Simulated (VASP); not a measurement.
Al3GaN4: single point with PBEsol

The system is Al3GaN4.

```
Al Ga N
1.0
     5.04341    0.00000    0.00011
     0.00000    3.13007    0.00000
    -0.00324    0.00000    5.41799
Al Ga N
3 1 4
Cartesian
  2.5245 1.5650 0.9666
  0.0321 1.5650 4.5215
  -0.0150 0.0000 1.7863
  2.5085 0.0000 3.5790
  0.5627 0.0000 3.5879
  0.6203 1.5650 0.9228
  3.1514 1.5650 4.5907
  3.1488 0.0000 1.7950
```

This cell differs from its parent crystal: atoms displaced along a vibrational mode.

* Program: VASP 6.6.1
* Task: single point
* Functional: PBEsol
* Potentials or basis: VASP PAW PBE potentials, release 64 (Al, Ga_d, N)
* Cutoff: 520 eV
* k mesh: 6 × 8 × 4
* Occupations: gaussian, width 0.05 eV
* Spin: no spin polarisation
* Dipole correction: no
* Further INCAR settings: ALGO = Normal; EDIFF = 1e-06; NBANDS = 31

```json
{
 "Pressure": "0.0 GPa",
 "Largest force": "1.426 eV/Å",
 "Band gap on the k mesh": "3.30 eV"
}
```

Forces in eV/Å, atoms in the order of the input:
```
Al  -0.057  0.000 -1.005
Al  -0.479  0.000  0.038
Al   0.361  0.000  0.165
Ga   0.302  0.000  1.393
N   -0.031  0.000  0.199
N   -0.030  0.000 -0.152
N   -0.011  0.000 -0.350
N   -0.055  0.000 -0.290
```

Stress tensor (GPa, compression positive):
```
 0.25  0.00 -0.68
 0.00 -0.72  0.00
-0.68  0.00  0.62
```

Levels at points of the mesh, in eV from the valence-band top:
```
           k point  band 18  band 19  band 20  band 21  band 22  band 23  band 24  band 25
(0.00, 0.00, 0.00)    -0.96    -0.26    -0.19     0.00     3.30     5.27     5.69     5.80
(0.50, 0.00, 0.00)    -0.88    -0.87    -0.50    -0.23     4.58     4.92     5.49     5.83
(0.00, 0.50, 0.00)    -2.07    -2.04    -1.82    -1.52     5.22     5.44     7.32     7.57
(0.50, 0.50, 0.00)    -1.58    -1.42    -1.12    -1.10     5.95     6.05     6.21     6.34
(0.00, 0.00, 0.50)    -0.94    -0.92    -0.50    -0.13     5.31     5.51     6.76     7.10
(0.50, 0.00, 0.50)    -1.56    -1.43    -1.32    -0.56     5.63     5.90     6.01     6.22
(0.00, 0.50, 0.50)    -2.19    -1.92    -0.90    -0.86     4.95     5.22     5.44     5.76
(0.50, 0.50, 0.50)    -1.67    -1.63    -1.46    -1.40     4.46     4.67     4.91     5.19
```

It took 110 s on 1 thread of Intel(R) Xeon(R) Platinum 8488C (Sapphire Rapids), on a shared host, peak memory 0.29 GiB.

Caveat: the cell differs from its parent crystal (atoms displaced along a vibrational mode); the PAW data sets were made with another functional, which shifts forces and pressure a little. A k mesh can miss the band edges.
